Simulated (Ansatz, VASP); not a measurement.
**Two plane-wave programs on Rh**

INCAR

```
ALGO     = Fast           # electronic algorithm
EDIFF    = 1E-7           # SCF threshold, eV
ENCUT    = 520            # plane-wave cutoff, eV
GGA      = PS             # functional
ISIF     = 2              # what is computed and relaxed
ISMEAR   = 0              # smearing method
LASPH    = T              # aspherical terms in the spheres
LCHARG   = F              # write CHGCAR
LREAL    = F              # projectors in reciprocal space
LWAVE    = F              # write WAVECAR
NBANDS   = 22             # bands
NELM     = 60             # most SCF steps
PREC     = Accurate       # precision mode
SIGMA    = 0.1            # smearing width, eV
```

File KPOINTS:

```
k-points
0
Gamma
  24 24 12
```

POSCAR

```
Rh
1.0
    2.8500602499      0.0000000000      0.0000000000
   -1.4250301250      2.4682245787      0.0000000000
    0.0000000000      0.0000000000      4.5887614588
Rh
2
Direct
    0.6666666667      0.3333333333      0.7500000000
    0.3333333333      0.6666666667      0.2500000000
```

Input for Ansatz:

```yaml
crystal:
  lattice:
    - [2.8500602499, 0.0, 0.0]
    - [-1.425030125, 2.4682245787, 0.0]
    - [0.0, 0.0, 4.5887614588]
  atoms:
    - { symbol: Rh, position: [0.6666666667, 0.3333333333, 0.75] }
    - { symbol: Rh, position: [0.3333333333, 0.6666666667, 0.25] }
basis:
  ecutwfc: 420
kpoints:
  mp_grid: { grid: [24, 24, 12] }
hamiltonian:
  xc: pbesol
scf:
  occupations: { method: gaussian, width: 0.1 }
output:
  forces: true
  stress: true
  eigenvalues: true
```

Change from the starting cell: equal strain along all axes, cell held, atoms relaxed: +6.0 %.

Alike in both runs: task single point; functional PBEsol; k mesh 24 × 24 × 12; occupations gaussian, width 0.1 eV; no spin polarisation.

```csv
,VASP,Ansatz
version,VASP 6.6.1,Ansatz 0.2.0
potentials or method,"VASP PAW PBE potentials, release 64 (Rh_pv), cutoff 520 eV","scalar-relativistic, plane waves, PAW"
valence electrons in the cell,30,34
```

```tsv
	VASP	Ansatz	Ansatz less VASP
gap on the k mesh at the Fermi level (eV)	none	none	-
pressure (GPa)	-32.5	-32.5	0.00
traceless stress, the component that is largest in VASP (GPa)	-0.42	-0.42	-0.003
```

VASP's potentials were made for PBE, not for PBEsol. A gap of «none» marks a metal or a gap that the smearing closes. Both programs put the cell under strong tension, so it lies far from rest at this level. VASP's potentials hold 30 valence electrons a cell and Ansatz's 34, so a difference there can come from the potentials and not from the codes.

Noted on VASP's run: the cell as given lies far from equilibrium.
